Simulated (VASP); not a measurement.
# Cu (P6_3/mmc) in VASP: a series of runs

Runs on Cu. Level: PBEsol. Tasks: single point.

All numbers are computed with VASP 6.6.1; they aren't measurements. Logs are shortened: lines on timing, memory, paths and dates and some standing lists are left out, and cuts for length are marked.

## Step 1: The cell of the first run

Symmetry: P6_3/mmc, No. 194, hexagonal system. Conventional cell: a = 2.567 Å, b = 2.567 Å, c = 4.167 Å, α = 90.00°, β = 90.00°, γ = 120.00°. Cu (site symmetry -6m2) has 12 Cu at 2.56 to 2.57 Å within 3.4 Å.

This isn't the form of Cu at room conditions, which is fcc.

## Step 2: Single point, PBEsol

INCAR

```
PREC     = Accurate       # precision mode
ENCUT    = 520            # plane-wave cutoff, eV
EDIFF    = 1E-7           # SCF threshold, eV
ISMEAR   = -1             # smearing method
SIGMA    = 0.1            # smearing width, eV
LREAL    = False          # projectors in reciprocal space
LASPH    = True           # aspherical terms in the spheres
NELM     = 100            # most SCF steps
ALGO     = Normal         # electronic algorithm
ISIF     = 2              # what is computed and relaxed
LWAVE    = False          # write WAVECAR
LCHARG   = True           # write CHGCAR
GGA      = PS             # functional
LELF     = True           # ELF
LVHAR    = True         
NBANDS   = 18             # bands
```

KPOINTS

```
Automatic mesh
0
Gamma
  13 13 7
```

POSCAR

```
Cu
1.0
    2.5674438714      0.0000000000      0.0000000000
   -1.2837219306      2.2234716135      0.0000000000
    0.0000000000      0.0000000000      4.1666899825
Cu
2
Direct
    0.3333333333      0.6666666667      0.2500000000
    0.6666666667      0.3333333333      0.7500000000
```

Potentials or basis: VASP PAW PBE potentials, release 64 (Cu).

Started as:

```bash
> cat potpaw_PBE.64/Cu/POTCAR > POTCAR
> mpirun -np 1 vasp_std > vasp.out
```

OUTCAR:

```text
PREC = Accurate
   ENCUT = 520
   EDIFF = 1E-7
   ISMEAR = -1
   LREAL = False
   LASPH = True
   NELM = 100
   ISIF = 2
   GGA = PS

 ion  position               nearest neighbor table
   1  0.333  0.667  0.250-   2 2.56   2 2.56   2 2.56   2 2.56   2 2.56   2 2.56
   2  0.667  0.333  0.750-   1 2.56   1 2.56   1 2.56   1 2.56   1 2.56   1 2.56

  LATTYP: Found a hexagonal cell.
 ALAT       =     2.5674438714
 C/A-ratio  =     1.6228942837

  Lattice vectors:

 A1 = (   2.5674438714,   0.0000000000,   0.0000000000)
 A2 = (  -1.2837219306,   2.2234716135,   0.0000000000)
 A3 = (   0.0000000000,   0.0000000000,   4.1666899825)

Analysis of symmetry for initial positions (statically):
=====================================================================
 Subroutine PRICEL returns:
 Original cell was already a primitive cell.

 Routine SETGRP: Setting up the symmetry group for a
 hexagonal supercell.

 Subroutine GETGRP returns: Found 24 space group operations
 (whereof 12 operations were pure point group operations)
 out of a pool of 24 trial point group operations.

The static configuration has the point symmetry D_3d.
 The point group associated with its full space group is D_6h.

Analysis of symmetry for dynamics (positions and initial velocities):
=====================================================================
 Subroutine PRICEL returns:
 Original cell was already a primitive cell.

 Routine SETGRP: Setting up the symmetry group for a
 hexagonal supercell.

 Subroutine GETGRP returns: Found 24 space group operations
 (whereof 12 operations were pure point group operations)
 out of a pool of 24 trial point group operations.

The dynamic configuration has the point symmetry D_3d.
 The point group associated with its full space group is D_6h.

 Subroutine INISYM returns: Found 24 space group operations
 (whereof 12 operations are pure point group operations),
 and found     1 'primitive' translations

----------------------------------------------------------------------------------------

                                     Primitive cell

  volume of cell :      23.7861

  direct lattice vectors                    reciprocal lattice vectors
     2.567443871  0.000000000  0.000000000     0.389492449  0.224873569  0.000000000
    -1.283721931  2.223471614  0.000000000     0.000000000  0.449747140  0.000000000
     0.000000000  0.000000000  4.166689983     0.000000000  0.000000000  0.239998657

  length of vectors
     2.567443871  2.567443867  4.166689983     0.449747140  0.449747140  0.239998657

  position of ions in fractional coordinates (direct lattice)
     0.333333333  0.666666667  0.250000000
     0.666666667  0.333333333  0.750000000

  ion indices of the primitive-cell ions
   primitive index   ion index
                 1           1
                 2           2

----------------------------------------------------------------------------------------

 KPOINTS: Automatic mesh

Automatic generation of k-mesh.
 Grid dimensions read from file:
 generate k-points for:   13   13    7

 Generating k-lattice:

  Cartesian coordinates                     Fractional coordinates (reciprocal lattice)
     0.029960958  0.017297967  0.000000000     0.076923077  0.000000000  0.000000000
     0.000000000  0.034595934  0.000000000     0.000000000  0.076923077  0.000000000
     0.000000000  0.000000000  0.034285522     0.000000000  0.000000000  0.142857143

  Length of vectors
     0.034595934  0.034595934  0.034285522

  Shift w.r.t. Gamma in fractional coordinates (k-lattice)
     0.000000000  0.000000000  0.000000000

 Subroutine IBZKPT returns following result:
 ===========================================

 Found     84 irreducible k-points:

 Following reciprocal coordinates:
            Coordinates               Weight
  0.000000  0.000000  0.000000      1.000000
  0.076923 -0.000000  0.000000      6.000000
  0.153846  0.000000  0.000000      6.000000
  0.230769 -0.000000  0.000000      6.000000
  0.307692  0.000000  0.000000      6.000000
  0.384615 -0.000000  0.000000      6.000000
[... 16 lines left out ...]
  0.076923 -0.000000  0.142857     12.000000
  0.153846  0.000000  0.142857     12.000000
 [... further k-points ...]
   k-points           NKPTS =     84   k-points in BZ     NKDIM =     84   number of bands    NBANDS=     18
   number of dos      NEDOS =    301   number of ions     NIONS =      2
   total plane-waves  NPLWV =  12800
   dimension x,y,z NGX =    20 NGY =   20 NGZ =   32
   dimension x,y,z NGXF=    40 NGYF=   40 NGZF=   64
   ions per type =               2
   NGX,Y,Z   is equivalent  to a cutoff of  12.95, 12.95, 12.77 a.u.
   NGXF,Y,Z  is equivalent  to a cutoff of  25.90, 25.90, 25.54 a.u.
 SYSTEM =  unknown system
   PREC   = accura    normal or accurate (medium, high low for compatibility)
   ISTART =      0    job   : 0-new  1-cont  2-samecut
   ICHARG =      2    charge: 1-file 2-atom 10-const
   ISPIN  =      1    spin polarized calculation?
   LNONCOLLINEAR =      F non collinear calculations
   LSORBIT =      F    spin-orbit coupling
   LASPH  =      T    aspherical Exc in radial PAW
   ENCUT  =  520.0 eV  38.22 Ry    6.18 a.u.   4.77  4.77  7.75*2*pi/ulx,y,z
   NELM   =    100;   NELMIN=  2; NELMDL= -5     # of ELM steps
   EDIFF  = 0.1E-06   stopping-criterion for ELM
   LREAL  =      F    real-space projection
   EDIFFG = 0.1E-05   stopping-criterion for IOM
   NSW    =      0    number of steps for IOM
   IBRION =     -1    ionic relax: 0-MD 1-quasi-New 2-CG
   NFREE  =      0    steps in history (QN), initial steepest desc. (CG)
   ISIF   =      2    stress and relaxation
   ISYM   =      2    0-nonsym 1-usesym 2-fastsym
   POTIM  = 0.5000    time-step for ionic-motion
   TEBEG  =    0.0;   TEEND  =   0.0 temperature during run
   PSTRESS=    0.0 pullay stress
   NELECT =      22.0000    total number of electrons
   NUPDOWN=      -1.0000    fix difference up-down
   EMIN   =  10.00;   EMAX   =-10.00  energy-range for DOS
   EFERMI =   0.00;   METHOD = LEGACY
   ISMEAR =    -1;   SIGMA  =   0.10  broadening in eV -4-tet -1-fermi 0-gaus
   EFERMI_NEDOS =   21; number of points for ismear=-14 and -15
   IALGO  =     38    algorithm
   IMIX   =      4    mixing-type and parameters
     AMIX     =   0.40;   BMIX     =  1.00
     AMIX_MAG =   1.60;   BMIX_MAG =  1.00
  volume/ion in A,a.u.               =      11.89        80.26
  Fermi-wavevector in a.u.,A,eV,Ry     =   1.595051  3.014209 34.615760  2.544187
  Thomas-Fermi vector in A             =   2.693030
   LORBIT       =      0    0 simple, 1 ext, 2 COOP (PROOUT), +10 PAW based schemes
   GGA     = PS    functional components
   LHFCALC =     F    Hartree Fock is set to
   AEXX    =    0.0000 exact exchange contribution
   IVDW    =     0    specifies the selected vdW correction
   LEPSILON=     F    determine dielectric tensor
   LRPA    =     F    only Hartree local field effects (RPA)
 non-spin polarized calculation
  energy-cutoff  :      520.00
  volume of cell :       23.79
 maximum number of plane-waves:       652
 NGX is ok and might be reduce to    20
   NGX =  9   NGY =  9   NGZ = 15

 number of electron      22.0000000 magnetization

 Free energy of the ion-electron system (eV)
  ---------------------------------------------------
  ext. energy  EPLUGINS =         0.00000000
  ---------------------------------------------------
  free energy    TOTEN  =        -8.59358263 eV

  energy without entropy =       -8.57694495  energy(sigma->0) =       -8.58526379

 E-fermi :   7.3040     XC(G=0): -12.8671

 val. band max:        7.2214934243   @ k =   0.3846  -0.0000   0.4286
 cond. band min:       7.3688661128   @ k =   0.1538   0.1538   0.2857
 fundamental gap:      0.1473726886
 Fermi energy:         7.3040056774

 k-point     1 :       0.0000    0.0000    0.0000
  band No.  band energies     occupation
      1      -2.0215      2.00000
      2       2.2683      2.00000
      3       4.3232      2.00000
      4       4.3597      2.00000
      5       4.3597      2.00000
      6       4.5699      2.00000
[... 10 lines left out ...]
     17      30.4622      0.00000
     18      30.4622      0.00000

 k-point     2 :       0.0769   -0.0000    0.0000
  band No.  band energies     occupation
      1      -1.8320      2.00000
      2       2.3764      2.00000
      3       4.2024      2.00000
      4       4.4279      2.00000
      5       4.4608      2.00000
      6       4.5393      2.00000
[... 10 lines left out ...]
     17      31.6139      0.00000
     18      31.6175      0.00000

 k-point     3 :       0.1538    0.0000    0.0000
  band No.  band energies     occupation
      1      -1.2739      2.00000
      2       2.6585      2.00000
      3       4.0301      2.00000
      4       4.2778      2.00000
      5       4.4267      2.00000
      6       4.6221      2.00000
[... 10 lines left out ...]
     17      29.4332      0.00000
     18      30.9404      0.00000

 k-point     4 :       0.2308   -0.0000    0.0000
  band No.  band energies     occupation
      1      -0.3867      2.00000
      2       2.9602      2.00000
      3       3.7704      2.00000
      4       3.8859      2.00000
      5       4.3387      2.00000
      6       4.5588      2.00000
[... 375 lines left out ...]
      4       4.3255      2.00000
      5       4.3255      2.00000
      6       4.5334      2.00000
[... 10 lines left out ...]
     17      29.0354      0.00000
     18      30.5481      0.00000

 k-point    23 :       0.0769   -0.0000    0.1429
  band No.  band energies     occupation
      1      -1.6470      2.00000
      2       2.2718      2.00000
      3       4.1987      2.00000
      4       4.3751      2.00000
      5       4.3864      2.00000
      6       4.4537      2.00000
[... 10 lines left out ...]
     17      29.1382      0.00000
     18      30.9383      0.00000

 k-point    24 :       0.1538    0.0000    0.1429
  band No.  band energies     occupation
      1      -1.0942      2.00000
      2       2.5865      2.00000
      3       4.0441      2.00000
      4       4.0910      2.00000
      5       4.3777      2.00000
      6       4.5324      2.00000
[... 10 lines left out ...]
     17      28.2363      0.00000
     18      29.6568      0.00000

 [... further k-points ...]

------------------------ aborting loop because EDIFF is reached ----------------------------------------

  FORCE on cell =-STRESS in cart. coord.  units (eV):
  Direction    XX          YY          ZZ          XY          YZ          ZX
  --------------------------------------------------------------------------------------
  -------------------------------------------------------------------------------------
  Total       -1.1408410     -1.1408410     -0.6742762     -0.0000000     -0.0000000      0.0000000
  in kB      -76.8443552    -76.8443551    -45.4176497     -0.0000002     -0.0000000      0.0000000
  external PRESSURE =     -66.3687867 kB  Pullay stress =       0.0000000 kB

 VOLUME and BASIS-vectors are now :
 -----------------------------------------------------------------------------
  energy-cutoff  :      520.00
  volume of cell :       23.79
      direct lattice vectors                 reciprocal lattice vectors
     2.567443871  0.000000000  0.000000000     0.389492449  0.224873569  0.000000000
    -1.283721931  2.223471614  0.000000000     0.000000000  0.449747140  0.000000000
     0.000000000  0.000000000  4.166689983     0.000000000  0.000000000  0.239998657

 POSITION                                       TOTAL-FORCE (eV/Angst)
 -----------------------------------------------------------------------------------
      0.00000      1.48231      1.04167         0.000000     -0.000000      0.000000
      1.28372      0.74116      3.12502        -0.000000      0.000000      0.000000
 -----------------------------------------------------------------------------------
    total drift:                               -0.000000      0.000000     -0.000000

  FREE ENERGIE OF THE ION-ELECTRON SYSTEM (eV)
  ---------------------------------------------------
  free  energy   TOTEN  =        -8.5935826262 eV

  energy  without entropy=       -8.5769449526  energy(sigma->0) =       -8.58526379
```

Run time: 49 s. Hardware: 1 thread of Intel Xeon 8259CL, shared host; peak memory 0.15 GiB.

Results:

| Property | Result |
| --- | --- |
| Free energy | -8.5936 eV |
| Pressure | -6.6 GPa |
| Band gap on the k mesh | zero (bands 11 and 12 overlap by 4.84 eV) |

Levels at points of the mesh, in eV from the Fermi level:
```
           k point  band 7  band 8  band 9  band 10  band 11  band 12  band 13  band 14  band 15  band 16
(0.00, 0.00, 0.00)   -2.73   -2.47   -2.47    -1.71    -1.71    -0.95     3.79    21.21    21.45    21.45
```

Caveat: the cell stands under tension; the PAW data sets were made with another functional, which shifts forces and pressure a little.

## Step 3: Single point, PBEsol

This run uses another cell than the first one, of 12.12 Å³/atom.

INCAR

```
SYSTEM = Cu
PREC = Accurate
ENCUT = 520
EDIFF = 1E-6
ISMEAR = -1
SIGMA = 0.1
LREAL = .FALSE.
LASPH = .TRUE.
NELM = 100
ALGO = Normal
ISIF = 2
LWAVE = .FALSE.
LCHARG = .TRUE.
GGA = PS
LELF = .TRUE.
LVHAR = .TRUE.
NBANDS = 18
```

KPOINTS

```
regular mesh
0
G
  13 13 7
  0 0 0
```

POSCAR

```
Cu
1.0
    2.5837974580      0.0000000000      0.0000000000
   -1.2918987239      2.2376342350      0.0000000000
    0.0000000000      0.0000000000      4.1932301247
Cu
2
Direct
    0.3333333333      0.6666666667      0.2500000000
    0.6666666667      0.3333333333      0.7500000000
```

Potentials or basis: VASP PAW PBE potentials, release 64 (Cu).

Started as:

```bash
> cat potpaw_PBE.64/Cu/POTCAR > POTCAR
> mpirun -np 1 vasp_std > vasp.out
```

It took 46 s on 1 thread of Intel Xeon 8259CL, shared host; peak memory 0.15 GiB.

It converged, with:

```
Free energy            : -8.5715 eV
Pressure               : -9.0 GPa
Band gap on the k mesh : zero (bands 11 and 12 overlap by 4.78 eV)
```

Stress tensor (GPa, compression positive):
```
-10.00   0.00   0.00
  0.00 -10.00   0.00
  0.00   0.00  -7.01
```

Levels at points of the mesh, in eV from the Fermi level:
| k point | band 9 | band 10 | band 11 | band 12 | band 13 | band 14 |
| --- | --- | --- | --- | --- | --- | --- |
| (0.00, 0.00, 0.00) | -2.42 | -1.69 | -1.69 | -0.89 | 3.70 | 21.05 |

Caveat: the cell stands under tension; the PAW data sets were made with another functional, which shifts forces and pressure a little.
